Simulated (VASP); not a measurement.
Wanted: the native input for a VASP 6.6.1 run.

```
Task                   : single point
Functional             : PBE
Potentials or basis    : VASP PAW PBE potentials, release 64 (Cd, Si)
Cutoff                 : 520 eV
k mesh                 : 12 × 12 × 12
Occupations            : gaussian, width 0.1 eV
Spin                   : no spin polarisation
Dipole correction      : no
Further INCAR settings : ALGO = Normal; EDIFF = 1e-07; NBANDS = 26
```

The structure of Cd2Si3 lies in POSCAR:

```
Cd2Si3
1.0
    1.7616341296      1.0170799389      9.3430307961
   -1.7616341296      1.0170799389      9.3430307961
    0.0000000000     -2.0341598779      9.3430307961
Cd Si
2 3
Direct
    0.4035018590      0.4035018590      0.4035018590
    0.5964981410      0.5964981410      0.5964981410
    0.0000000000      0.0000000000      0.0000000000
    0.1889565456      0.1889565456      0.1889565456
    0.8110434544      0.8110434544      0.8110434544
```

The input as run:

INCAR

```
SYSTEM = Cd2Si3
ALGO     = Normal         ! electronic algorithm
EDIFF    = 1E-7           ! SCF threshold, eV
ENCUT    = 520            ! plane-wave cutoff, eV
GGA      = PE             ! functional
ISIF     = 2              ! what is computed and relaxed
ISMEAR   = 0              ! smearing method
LASPH    = .TRUE.         ! aspherical terms in the spheres
LCHARG   = .FALSE.        ! write CHGCAR
LREAL    = .FALSE.        ! projectors in reciprocal space
LWAVE    = .FALSE.        ! write WAVECAR
NBANDS   = 26             ! bands
NELM     = 60             ! most SCF steps
PREC     = Accurate       ! precision mode
SIGMA    = 0.1            ! smearing width, eV
```

KPOINTS

```
k-points
0
G
  12 12 12
  0 0 0
```

Potentials or basis: VASP PAW PBE potentials, release 64 (Cd, Si).

Launch:

```sh
$ cat potpaw_PBE.64/Cd/POTCAR potpaw_PBE.64/Si/POTCAR > POTCAR
$ mpirun -np 1 vasp_std > vasp.out
```

It gave:

* Pressure: 0.2 GPa
* Largest force: 0.036 eV/Å
* Band gap on the k mesh: zero (bands 18 and 19 overlap by 4.84 eV)

It took 26 min on 1 thread of AMD EPYC 9R45 96-Core Processor (Zen 5), on a shared host, peak memory 0.95 GiB.
